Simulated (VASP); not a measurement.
Input of a VASP 6.6.1 run:

INCAR

```
ALGO = Normal ; EDIFF = 1E-6
ENCUT = 520 ; GGA = PE
ISIF = 2 ; ISMEAR = 0
LASPH = True ; LCHARG = True
LELF = True ; LREAL = False
LVHAR = True ; LWAVE = False
NBANDS = 30 ; NELM = 100
PREC = Accurate ; SIGMA = 0.1
```

Contents of KPOINTS:

```
k-points
0
Gamma
  6 6 6
```

Contents of POSCAR:

```
NbPO4
1.0
    0.0000000000      3.2197229600      3.2197229600
    3.2197229600      0.0000000000      3.2197229600
    3.2197229600      3.2197229600      0.0000000000
Nb P O
1 1 4
Direct
    0.0000000000      0.0000000000      0.0000000000
    0.7500000000      0.7500000000      0.7500000000
    0.8739951600      0.3753349500      0.3753349500
    0.3753349500      0.3753349500      0.3753349500
    0.3753349500      0.8739951600      0.3753349500
    0.3753349500      0.3753349500      0.8739951600
```

Potentials or basis: VASP PAW PBE potentials, release 64 (Nb_sv, P, O).

Launch:

```console
$ cat potpaw_PBE.64/Nb_sv/POTCAR potpaw_PBE.64/P/POTCAR potpaw_PBE.64/O/POTCAR > POTCAR
$ mpirun -np 1 vasp_std > vasp.out
```

Q: Estimate the largest force.

A: 0.504 eV/Å.

Q: Estimate the pressure.

A: -17.6 GPa.

Q: Predict the band gap on the k mesh.

A: Zero (bands 21 and 22 overlap by 0.44 eV).

Forces on the atoms (eV/Å):
```
Nb   0.000  0.000  0.000
P    0.000  0.000  0.000
O   -0.291  0.291  0.291
O   -0.291 -0.291 -0.291
O    0.291 -0.291  0.291
O    0.291  0.291 -0.291
```

Caveat: the cell stands under tension.
